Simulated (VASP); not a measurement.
Input of a VASP 6.6.1 run:

INCAR

```
SYSTEM = LaSb12Os4
PREC = Accurate
ENCUT = 520
EDIFF = 1E-6
ISMEAR = 0
SIGMA = 0.1
LREAL = Auto
LASPH = .TRUE.
NELM = 60
ALGO = Normal
ISIF = 2
LWAVE = .FALSE.
LCHARG = .TRUE.
LELF = .TRUE.
LVHAR = .TRUE.
NBANDS = 66
```

The input KPOINTS:

```
regular mesh
0
G
  6 6 6
  0 0 0
```

POSCAR

```
LaSb12Os4
1.0
   -4.6243271170      4.6243271170      4.6243271170
    4.6243271170     -4.6243271170      4.6243271170
    4.6243271170      4.6243271170     -4.6243271170
La Sb Os
1 12 4
Direct
    0.0000000000      0.0000000000      0.0000000000
    0.3403687948      0.1570966207      0.4974654155
    0.6596312052      0.8429033793      0.5025345845
    0.6596312052      0.1570966207      0.8167278259
    0.3403687948      0.8429033793      0.1832721741
    0.1832721741      0.3403687948      0.8429033793
    0.8167278259      0.6596312052      0.1570966207
    0.5025345845      0.6596312052      0.8429033793
    0.4974654155      0.3403687948      0.1570966207
    0.8429033793      0.5025345845      0.6596312052
    0.1570966207      0.4974654155      0.3403687948
    0.8429033793      0.1832721741      0.3403687948
    0.1570966207      0.8167278259      0.6596312052
    0.0000000000      0.0000000000      0.5000000000
    0.5000000000      0.5000000000      0.5000000000
    0.0000000000      0.5000000000      0.0000000000
    0.5000000000      0.0000000000      0.0000000000
```

Potentials or basis: VASP PAW LDA potentials, release 64 (La, Sb, Os).

Command:

```sh
$ cat potpaw_LDA.64/La/POTCAR potpaw_LDA.64/Sb/POTCAR potpaw_LDA.64/Os/POTCAR > POTCAR
$ mpirun -np 1 vasp_std > vasp.out
```

Question: Predict the pressure.

Answer: 0.2 GPa.

Question: What does it give for the band gap on the k mesh?

Answer: Zero (an odd number of electrons rules out a gap without spin polarisation).

Forces on the atoms (eV/Å):
```
La   0.000  0.000  0.000
Sb   0.037 -0.012  0.000
Sb  -0.037  0.012  0.000
Sb   0.037  0.012  0.000
Sb  -0.037 -0.012  0.000
Sb   0.000 -0.037 -0.012
Sb   0.000  0.037  0.012
Sb   0.000 -0.037  0.012
Sb   0.000  0.037 -0.012
Sb   0.012  0.000 -0.037
Sb  -0.012  0.000  0.037
Sb  -0.012  0.000 -0.037
Sb   0.012  0.000  0.037
Os   0.000  0.000  0.000
Os   0.000  0.000  0.000
Os   0.000  0.000  0.000
Os   0.000  0.000  0.000
```

Caveat: spin-orbit coupling is left out, which moves the levels of the heavy elements; an odd number of electrons without spin polarisation forces a metal; a magnetic or distorted state may lie lower.
